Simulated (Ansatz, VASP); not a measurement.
**BaF2 in VASP and in Ansatz**

Contents of INCAR:

```
PREC = Accurate
ENCUT = 600
EDIFF = 1E-6
ISMEAR = 0
SIGMA = 0.05
LREAL = False
LASPH = True
NELM = 120
ALGO = Normal
ISIF = 2
LWAVE = False
LCHARG = False
GGA = PE
NBANDS = 19
GGA_COMPAT = False
```

Contents of KPOINTS:

```
regular mesh
0
Gamma
  10 10 10
```

File POSCAR:

```
BaF2
1.0
    0.0000000000      3.1000485598      3.1000485598
    3.1000485598      0.0000000000      3.1000485598
    3.1000485598      3.1000485598      0.0000000000
Ba F
1 2
Direct
    0.0000000000      0.0000000000      0.0000000000
    0.2500000000      0.2500000000      0.2500000000
    0.7500000000      0.7500000000      0.7500000000
```

Input for Ansatz:

```yaml
crystal:
  lattice:
    - [0.0, 3.1000485598, 3.1000485598]
    - [3.1000485598, 0.0, 3.1000485598]
    - [3.1000485598, 3.1000485598, 0.0]
  atoms:
    - { symbol: Ba, position: [0.0, 0.0, 0.0] }
    - { symbol: F, position: [0.25, 0.25, 0.25] }
    - { symbol: F, position: [0.75, 0.75, 0.75] }
basis:
  ecutwfc: 420
  ecutrho_ratio: 4
kpoints:
  mp_grid: { grid: [10, 10, 10] }
hamiltonian:
  xc: pbe
scf:
  occupations: { method: gaussian, width: 0.05 }
output:
  forces: true
  stress: true
  eigenvalues: true
```

Alike in both runs: task single point; functional PBE; k mesh 10 × 10 × 10; occupations gaussian, width 0.05 eV; no spin polarisation.

```csv
,VASP,Ansatz
version,VASP 6.6.1,Ansatz 0.2.0
potentials or method,"VASP PAW PBE potentials, release 64 (Ba_sv, F), cutoff 600 eV","scalar-relativistic, plane waves, PAW"
valence electrons in the cell,24,24
```

|  | VASP | Ansatz | Ansatz less VASP |
| --- | --- | --- | --- |
| gap on the k mesh at the Fermi level (eV) | 6.76 | 6.83 | +0.070 |
| least direct gap on the mesh (eV) | 6.84 | 6.93 | +0.084 |
| pressure (GPa) | 2.3 | 1.3 | -1.01 |

Spin-orbit coupling is off throughout.
